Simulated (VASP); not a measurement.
# BeTe (F-43m) in VASP: a series of runs

The runs below take BeTe through single point, relaxation of cell and atoms, with PBE.

Program: VASP 6.6.1. These are calculated values, not measurements. Logs are shortened: lines on timing, memory, paths and dates and some standing lists are left out, and cuts for length are marked.

## Step 1: The cell of the first run

The structure is cubic, space group F-43m (No. 216). The conventional cell has a = 5.664 Å, b = 5.664 Å, c = 5.664 Å, α = 90.00°, β = 90.00°, γ = 90.00°. Within 3.2 Å of Be (site symmetry -43m) lie 4 Te at 2.45 Å. Te (site symmetry -43m) has 4 Be at 2.45 Å within 3.2 Å.

## Step 2: Single point, PBE

Contents of INCAR:

```
PREC = Accurate ; ENCUT = 520
EDIFF = 1E-7 ; ISMEAR = 0
SIGMA = 0.02 ; LREAL = F
LASPH = T ; NELM = 100
ALGO = Normal ; ISIF = 2
LWAVE = F ; LCHARG = T
GGA = PE ; LELF = T
LVHAR = T ; NBANDS = 11
```

Contents of KPOINTS:

```
Automatic mesh
0
Gamma
  8 8 8
```

Contents of POSCAR:

```
BeTe
1.0
    0.0000000000      2.8320650477      2.8320650477
    2.8320650477      0.0000000000      2.8320650477
    2.8320650477      2.8320650477      0.0000000000
Be Te
1 1
Direct
    0.0000000000      0.0000000000      0.0000000000
    0.7500000000      0.7500000000      0.7500000000
```

Potentials or basis: VASP PAW PBE potentials, release 64 (Be, Te).

The run is started by

```console
cat potpaw_PBE.64/Be/POTCAR potpaw_PBE.64/Te/POTCAR > POTCAR
mpirun -np 1 vasp_std > vasp.out
```

OUTCAR:

```text
PREC = Accurate
   ENCUT = 520
   EDIFF = 1E-7
   ISMEAR = 0
   LREAL = F
   LASPH = T
   NELM = 100
   ISIF = 2
   GGA = PE

 ion  position               nearest neighbor table
   1  0.000  0.000  0.000-   2 2.45   2 2.45   2 2.45   2 2.45
   2  0.750  0.750  0.750-   1 2.45   1 2.45   1 2.45   1 2.45

  LATTYP: Found a face centered cubic cell.
 ALAT       =     5.6641300954

  Lattice vectors:

 A1 = (   0.0000000000,   2.8320650477,   2.8320650477)
 A2 = (   2.8320650477,   0.0000000000,   2.8320650477)
 A3 = (   2.8320650477,   2.8320650477,   0.0000000000)

Analysis of symmetry for initial positions (statically):
=====================================================================
 Subroutine PRICEL returns:
 Original cell was already a primitive cell.

 Routine SETGRP: Setting up the symmetry group for a
 face centered cubic supercell.

 Subroutine GETGRP returns: Found 24 space group operations
 (whereof 24 operations were pure point group operations)
 out of a pool of 48 trial point group operations.

The static configuration has the point symmetry T_d .

Analysis of symmetry for dynamics (positions and initial velocities):
=====================================================================
 Subroutine PRICEL returns:
 Original cell was already a primitive cell.

 Routine SETGRP: Setting up the symmetry group for a
 face centered cubic supercell.

 Subroutine GETGRP returns: Found 24 space group operations
 (whereof 24 operations were pure point group operations)
 out of a pool of 48 trial point group operations.

The dynamic configuration has the point symmetry T_d .

 Subroutine INISYM returns: Found 24 space group operations
 (whereof 24 operations are pure point group operations),
 and found     1 'primitive' translations

----------------------------------------------------------------------------------------

                                     Primitive cell

  volume of cell :      45.4297

  direct lattice vectors                    reciprocal lattice vectors
     0.000000000  2.832065048  2.832065048    -0.176549617  0.176549617  0.176549617
     2.832065048  0.000000000  2.832065048     0.176549617 -0.176549617  0.176549617
     2.832065048  2.832065048  0.000000000     0.176549617  0.176549617 -0.176549617

  length of vectors
     4.005144800  4.005144800  4.005144800     0.305792907  0.305792907  0.305792907

  position of ions in fractional coordinates (direct lattice)
     0.000000000  0.000000000  0.000000000
     0.750000000  0.750000000  0.750000000

  ion indices of the primitive-cell ions
   primitive index   ion index
                 1           1
                 2           2

----------------------------------------------------------------------------------------

 KPOINTS: Automatic mesh

Automatic generation of k-mesh.
 Grid dimensions read from file:
 generate k-points for:    8    8    8

 Generating k-lattice:

  Cartesian coordinates                     Fractional coordinates (reciprocal lattice)
    -0.022068702  0.022068702  0.022068702     0.125000000  0.000000000  0.000000000
     0.022068702 -0.022068702  0.022068702     0.000000000  0.125000000  0.000000000
     0.022068702  0.022068702 -0.022068702     0.000000000  0.000000000  0.125000000

  Length of vectors
     0.038224113  0.038224113  0.038224113

  Shift w.r.t. Gamma in fractional coordinates (k-lattice)
     0.000000000  0.000000000  0.000000000

 Subroutine IBZKPT returns following result:
 ===========================================

 Found     29 irreducible k-points:

 Following reciprocal coordinates:
            Coordinates               Weight
  0.000000  0.000000  0.000000      1.000000
  0.125000  0.000000  0.000000      8.000000
  0.250000  0.000000  0.000000      8.000000
  0.375000  0.000000  0.000000      8.000000
  0.500000  0.000000  0.000000      4.000000
  0.125000  0.125000  0.000000      6.000000
[... 16 lines left out ...]
  0.500000  0.250000  0.125000     48.000000
 -0.375000  0.250000  0.125000     24.000000
 [... further k-points ...]
[... 45 lines left out ...]
      1      -7.2789      2.00000
      2       4.9067      2.00000
      3       4.9067      2.00000
      4       4.9067      2.00000
      5       8.5304      0.00000
      6       8.5304      0.00000
      7       8.5304      0.00000
      8       8.6041      0.00000
      9      13.1978      0.00000
     10      15.1158      0.00000
     11      15.1158      0.00000

 k-point     2 :       0.1250    0.0000    0.0000
  band No.  band energies     occupation
      1      -7.1350      2.00000
      2       3.6140      2.00000
      3       4.6788      2.00000
      4       4.6788      2.00000
      5       8.4147      0.00000
      6       8.8654      0.00000
      7       8.8654      0.00000
      8       9.9175      0.00000
      9      13.6236      0.00000
     10      14.2090      0.00000
     11      14.2090      0.00000

 k-point     3 :       0.2500    0.0000    0.0000
  band No.  band energies     occupation
      1      -6.7386      2.00000
      2       1.6458      2.00000
      3       4.2513      2.00000
      4       4.2513      2.00000
      5       8.1822      0.00000
      6       9.3885      0.00000
      7       9.3885      0.00000
      8      11.8492      0.00000
      9      13.9332      0.00000
     10      13.9332      0.00000
     11      13.9392      0.00000

 k-point     4 :       0.3750    0.0000    0.0000
  band No.  band energies     occupation
      1      -6.2369      2.00000
      2       0.0953      2.00000
      3       3.9212      2.00000
      4       3.9212      2.00000
      5       8.0016      0.00000
      6       9.5294      0.00000
      7       9.5294      0.00000
      8      12.7489      0.00000
      9      14.5898      0.00000
     10      14.9524      0.00000
     11      14.9524      0.00000
[... 239 lines left out ...]
 k-point    22 :       0.3750    0.2500    0.1250
  band No.  band energies     occupation
      1      -6.4115      2.00000
      2       1.3910      2.00000
      3       2.7128      2.00000
      4       3.7108      2.00000
      5       8.5076      0.00000
      6       9.6963      0.00000
      7      10.3082      0.00000
      8      11.1485      0.00000
      9      13.9005      0.00000
     10      15.4224      0.00000
     11      15.9581      0.00000

 k-point    23 :       0.5000    0.2500    0.1250
  band No.  band energies     occupation
      1      -5.9670      2.00000
      2       0.3649      2.00000
      3       2.1821      2.00000
      4       3.2675      2.00000
      5       8.9387      0.00000
      6       9.5756      0.00000
      7      10.7951      0.00000
      8      11.7805      0.00000
      9      14.7069      0.00000
     10      15.1644      0.00000
     11      17.0825      0.00000

 k-point    24 :      -0.3750    0.2500    0.1250
  band No.  band energies     occupation
      1      -5.7443      2.00000
      2      -0.1144      2.00000
      3       2.0719      2.00000
      4       3.0509      2.00000
      5       9.0893      0.00000
      6       9.2967      0.00000
      7      11.5201      0.00000
      8      12.6023      0.00000
      9      13.3813      0.00000
     10      16.4238      0.00000
     11      16.7620      0.00000

 [... further k-points ...]
[... 5 lines left out ...]
  --------------------------------------------------------------------------------------
  -------------------------------------------------------------------------------------
  Total        0.0362243      0.0362243      0.0362243      0.0000000     -0.0000000      0.0000000
  in kB        1.2775302      1.2775302      1.2775302      0.0000000     -0.0000000      0.0000000
  external PRESSURE =       1.2775302 kB  Pullay stress =       0.0000000 kB

 VOLUME and BASIS-vectors are now :
 -----------------------------------------------------------------------------
  energy-cutoff  :      520.00
  volume of cell :       45.43
      direct lattice vectors                 reciprocal lattice vectors
     0.000000000  2.832065048  2.832065048    -0.176549617  0.176549617  0.176549617
     2.832065048  0.000000000  2.832065048     0.176549617 -0.176549617  0.176549617
     2.832065048  2.832065048  0.000000000     0.176549617  0.176549617 -0.176549617

 POSITION                                       TOTAL-FORCE (eV/Angst)
 -----------------------------------------------------------------------------------
      0.00000      0.00000      0.00000        -0.000000     -0.000000     -0.000000
      4.24810      4.24810      4.24810         0.000000      0.000000      0.000000
 -----------------------------------------------------------------------------------
    total drift:                               -0.000000     -0.000000     -0.000000

  FREE ENERGIE OF THE ION-ELECTRON SYSTEM (eV)
  ---------------------------------------------------
  free  energy   TOTEN  =        -7.6244690908 eV

  energy  without entropy=       -7.6244690908  energy(sigma->0) =       -7.62446909
```

Wall time 14 s (1 thread of Intel Xeon Platinum 8259CL at 2.50GHz (Skylake/Cascade Lake), shared host); peak memory 0.17 GiB.

Results:

```
Free energy            : -7.6245 eV
Pressure               : 0.1 GPa
Band gap on the k mesh : 2.02 eV, indirect (least direct gap 3.62 eV)
```

Levels at points of the mesh, in eV from the valence-band top:
| k point | band 1 | band 2 | band 3 | band 4 | band 5 | band 6 | band 7 | band 8 |
| --- | --- | --- | --- | --- | --- | --- | --- | --- |
| (0.00, 0.00, 0.00) | -12.19 | 0.00 | 0.00 | 0.00 | 3.62 | 3.62 | 3.62 | 3.70 |
| (0.50, 0.00, 0.00) | -10.88 | -5.43 | -1.10 | -1.10 | 3.03 | 4.60 | 4.60 | 7.82 |
| (0.50, 0.50, 0.00) | -10.41 | -5.02 | -2.58 | -2.58 | 2.02 | 2.69 | 9.60 | 9.60 |

Caveat: spin-orbit coupling is left out, which moves the levels of the heavy elements. A hybrid or GW would open this gap; PBE tends to underestimate it.

## Step 3: Single point, PBE

Contents of INCAR:

```
SYSTEM = BeTe
ALGO = Normal
EDIFF = 1E-6
ENCUT = 520
GGA = PE
ISIF = 2
ISMEAR = 0
LASPH = .True.
LCHARG = .False.
LREAL = .False.
LWAVE = .False.
NBANDS = 11
NELM = 100
PREC = Accurate
SIGMA = 0.02
```

Contents of KPOINTS:

```
k-points
0
Gamma
  8 8 8
  0 0 0
```

Contents of POSCAR:

```
BeTe
1.0
    0.0000000000      2.8319684173      2.8319684173
    2.8319684173      0.0000000000      2.8319684173
    2.8319684173      2.8319684173      0.0000000000
Be Te
1 1
Direct
    0.0000000000      0.0000000000      0.0000000000
    0.7500000000      0.7500000000      0.7500000000
```

Potentials or basis: VASP PAW PBE potentials, release 64 (Be, Te).

The run is started by

```console
cat potpaw_PBE.64/Be/POTCAR potpaw_PBE.64/Te/POTCAR > POTCAR
mpirun -np 1 vasp_std > vasp.out
```

Run time: 13 s. Hardware: 1 thread of Intel Xeon Platinum 8259CL at 2.50GHz (Skylake/Cascade Lake), shared host; peak memory 0.17 GiB.

The run converged. Its results:

```yaml
Free_energy: -7.6245 eV
Pressure: 0.1 GPa
Band_gap_on_the_k_mesh: 2.01 eV, indirect (least direct gap 3.62 eV)
```

Levels at points of the mesh, in eV from the valence-band top:
```
           k point  band 1  band 2  band 3  band 4  band 5  band 6  band 7  band 8
(0.00, 0.00, 0.00)  -12.19    0.00    0.00    0.00    3.62    3.62    3.62    3.70
(0.50, 0.00, 0.00)  -10.88   -5.43   -1.10   -1.10    3.03    4.60    4.60    7.82
(0.50, 0.50, 0.00)  -10.41   -5.03   -2.58   -2.58    2.01    2.69    9.60    9.60
```

Caveat: spin-orbit coupling is left out, which moves the levels of the heavy elements. A k mesh can miss the band edges.

## Step 4: Relaxation of cell and atoms, PBE

This run uses another cell than the first one, of 22.77 Å³/atom, 1.002 times its volume.

Contents of INCAR:

```
SYSTEM = BeTe
  PREC = Accurate
  ENCUT = 600
  EDIFF = 1E-6
  ISMEAR = 0
  SIGMA = 0.02
  LREAL = .FALSE.
  LASPH = .TRUE.
  NELM = 60
  ALGO = Normal
  ISIF = 3
  LWAVE = .FALSE.
  LCHARG = .FALSE.
  GGA = PE
  IBRION = 2
  NSW = 100
  EDIFFG = -0.01
```

Contents of KPOINTS:

```
regular mesh
0
G
  8 8 8
  0 0 0
```

Contents of POSCAR:

```
BeTe
1.0
    0.0000000000      2.8343140479      2.8343140479
    2.8343140479      0.0000000000      2.8343140479
    2.8343140479      2.8343140479      0.0000000000
Be Te
1 1
Direct
    0.0000000000      0.0000000000      0.0000000000
    0.7500000000      0.7500000000      0.7500000000
```

The run is started by

```console
cat potpaw_PBE.64/Be/POTCAR potpaw_PBE.64/Te/POTCAR > POTCAR
mpirun -np 1 vasp_std > vasp.out
```

Run time: 9.1 s. Hardware: 1 thread of Intel Xeon Platinum 8259CL at 2.50GHz (Skylake/Cascade Lake), shared host; peak memory 0.18 GiB.

It converged, with:

```yaml
Free_energy: -7.6245 eV
Pressure_after_relaxing: 0.0 GPa
Band_gap_on_the_k_mesh: 2.02 eV, indirect (least direct gap 3.63 eV)
```

Final structure:
```yaml
crystal:
  lattice:
    - [0.00000, 2.83431, 2.83431]
    - [2.83431, 0.00000, 2.83431]
    - [2.83431, 2.83431, 0.00000]
  atoms:
    - { symbol: Be, position: [0.00000, 0.00000, 0.00000] }
    - { symbol: Te, position: [0.75000, 0.75000, 0.75000] }
```

Levels at points of the mesh, in eV from the valence-band top:
| k point | band 1 | band 2 | band 3 | band 4 | band 5 | band 6 | band 7 | band 8 |
| --- | --- | --- | --- | --- | --- | --- | --- | --- |
| (0.00, 0.00, 0.00) | -12.17 | 0.00 | 0.00 | 0.00 | 3.63 | 3.63 | 3.63 | 3.68 |
| (0.50, 0.00, 0.00) | -10.87 | -5.42 | -1.10 | -1.10 | 3.02 | 4.60 | 4.60 | 7.82 |
| (0.50, 0.50, 0.00) | -10.40 | -5.01 | -2.57 | -2.57 | 2.02 | 2.69 | 9.58 | 9.58 |

Caveat: the relaxation stopped at its first step, so nothing moved; spin-orbit coupling is left out, which moves the levels of the heavy elements. A k mesh can miss the band edges.

## Step 5: Relaxation of cell and atoms, PBE

This run uses another cell than the first one, of 23.00 Å³/atom, 1.012 times its volume.

Contents of INCAR:

```
SYSTEM = BeTe
PREC = Accurate
ENCUT = 600
EDIFF = 1E-7
ISMEAR = 0
SIGMA = 0.02
LREAL = .False.
LASPH = .True.
NELM = 100
ALGO = Normal
ISIF = 3
LWAVE = .False.
LCHARG = .False.
GGA = PE
IBRION = 2
NSW = 100
EDIFFG = -0.01
```

Contents of KPOINTS:

```
regular mesh
0
Gamma
  8 8 8
  0 0 0
```

Contents of POSCAR:

```
BeTe
1.0
    0.0000000000      2.8438010329      2.8438010329
    2.8438010329      0.0000000000      2.8438010329
    2.8438010329      2.8438010329      0.0000000000
Be Te
1 1
Direct
    0.0000000000      0.0000000000      0.0000000000
    0.7500000000      0.7500000000      0.7500000000
```

The run is started by

```console
cat potpaw_PBE.64/Be/POTCAR potpaw_PBE.64/Te/POTCAR > POTCAR
mpirun -np 1 vasp_std > vasp.out
```

Run time: 20 s. Hardware: 1 thread of Intel Xeon Platinum 8259CL at 2.50GHz (Skylake/Cascade Lake), shared host; peak memory 0.19 GiB.

Results (log left out):

* Free energy: -7.6246 eV
* Relaxed volume: 22.76 Å³/atom
* Relaxed cell: a = 4.008 Å, b = 4.008 Å, c = 4.008 Å, α = 60.00°, β = 60.00°, γ = 60.00°
* Space group after relaxing (to 0.05 Å): F-43m (No. 216)
* Energy gained by relaxing: 0.4 meV/atom
* Ionic steps: 3
* Pressure after relaxing: 0.0 GPa
* Band gap on the k mesh: 2.02 eV, indirect (least direct gap 3.63 eV)

Step by step:
| step | energy change (eV) | largest force (eV/Å) | pressure (GPa) | volume (Å³) |
| --- | --- | --- | --- | --- |
| 1 | 0.0000 | 0.0000 | -0.56 | 46.00 |
| 2 | -0.0008 | 0.0000 | 0.09 | 45.46 |
| 3 | -0.0008 | 0.0000 | 0.00 | 45.53 |

Final structure:
```
CELL_PARAMETERS angstrom
0.00000 2.83413 2.83413
2.83413 0.00000 2.83413
2.83413 2.83413 0.00000
ATOMIC_POSITIONS crystal
Be 0.00000 0.00000 0.00000
Te 0.75000 0.75000 0.75000
```

Levels at points of the mesh, in eV from the valence-band top:
| k point | band 1 | band 2 | band 3 | band 4 | band 5 | band 6 | band 7 | band 8 |
| --- | --- | --- | --- | --- | --- | --- | --- | --- |
| (0.00, 0.00, 0.00) | -12.17 | 0.00 | 0.00 | 0.00 | 3.63 | 3.63 | 3.63 | 3.68 |
| (0.50, 0.00, 0.00) | -10.88 | -5.42 | -1.10 | -1.10 | 3.02 | 4.60 | 4.60 | 7.82 |
| (0.50, 0.50, 0.00) | -10.40 | -5.01 | -2.57 | -2.57 | 2.02 | 2.69 | 9.58 | 9.58 |

Caveat: spin-orbit coupling is left out, which moves the levels of the heavy elements. A k mesh can miss the band edges.

## Step 6: Single point, PBE

This run uses another cell than the first one, of 23.00 Å³/atom, 1.012 times its volume.

Contents of INCAR:

```
SYSTEM = BeTe
  ALGO = Normal
  EDIFF = 1E-6
  ENCUT = 600
  GGA = PE
  GGA_COMPAT = .FALSE.
  ISIF = 2
  ISMEAR = 0
  LASPH = .TRUE.
  LCHARG = .TRUE.
  LELF = .TRUE.
  LREAL = .FALSE.
  LVHAR = .TRUE.
  LWAVE = .FALSE.
  NBANDS = 11
  NELM = 120
  PREC = Accurate
  SIGMA = 0.2
```

Contents of KPOINTS:

```
k-points
0
G
  6 6 6
  0 0 0
```

Changes to POSCAR since step 5:

```diff
@@ -9,2 +9,2 @@
     0.0000000000      0.0000000000      0.0000000000
-    0.7500000000      0.7500000000      0.7500000000
+    0.2500000000      0.2500000000      0.2500000000
```

Potentials or basis: VASP PAW PBE potentials, release 64 (Be, Te).

The run is started by

```console
cat potpaw_PBE.64/Be/POTCAR potpaw_PBE.64/Te/POTCAR > POTCAR
mpirun -np 1 vasp_std > vasp.out
```

Run time: 6 s. Hardware: 1 thread of Intel Xeon Platinum 8488C (Sapphire Rapids), shared host; peak memory 0.17 GiB.

It converged, with:

| Property | Result |
| --- | --- |
| Free energy | -7.6182 eV |
| Pressure | -0.5 GPa |
| Band gap on the k mesh | 2.04 eV, indirect (least direct gap 3.61 eV) |

Levels at points of the mesh, in eV from the valence-band top:
```tsv
k point	band 1	band 2	band 3	band 4	band 5	band 6	band 7	band 8	band 9
(0.00, 0.00, 0.00)	-12.11	0.00	0.00	0.00	3.61	3.63	3.63	3.63	8.27
(0.50, 0.00, 0.00)	-10.83	-5.36	-1.08	-1.08	3.00	4.60	4.60	7.82	10.81
(0.50, 0.50, 0.00)	-10.37	-4.96	-2.54	-2.54	2.04	2.70	9.52	9.52	11.37
```

Caveat: spin-orbit coupling is left out, which moves the levels of the heavy elements.

## Step 7: The runs side by side

| task | cell | k mesh | cutoff (eV) | smearing | gap on the mesh (eV) | pressure (GPa) |
| --- | --- | --- | --- | --- | --- | --- |
| single point | a = 4.005 Å, angles 60.0°, 2 atoms | 8 × 8 × 8 | 520 | gaussian 0.02 eV | 2.01 | 0.1 |
| relaxation of cell and atoms | relaxed from a = 4.008 Å, angles 60.0°, 2 atoms | 8 × 8 × 8 | 600 | gaussian 0.02 eV | 2.02 | 0.0 |
| relaxation of cell and atoms | relaxed from a = 4.022 Å, angles 60.0°, 2 atoms | 8 × 8 × 8 | 600 | gaussian 0.02 eV | 2.02 | 0.0 |
| single point | a = 4.022 Å, angles 60.0°, 2 atoms | 6 × 6 × 6 | 600 | gaussian 0.2 eV | 2.04 | -0.5 |

Alike in all rows: level PBE; potentials or basis VASP PAW PBE potentials, release 64 (Be, Te); no spin polarisation.

Caveats: spin-orbit coupling is left out, which moves the levels of the heavy elements; the relaxation stopped at its first step, so nothing moved (some runs).

Absolute energies hang on the potentials; compare differences alone.
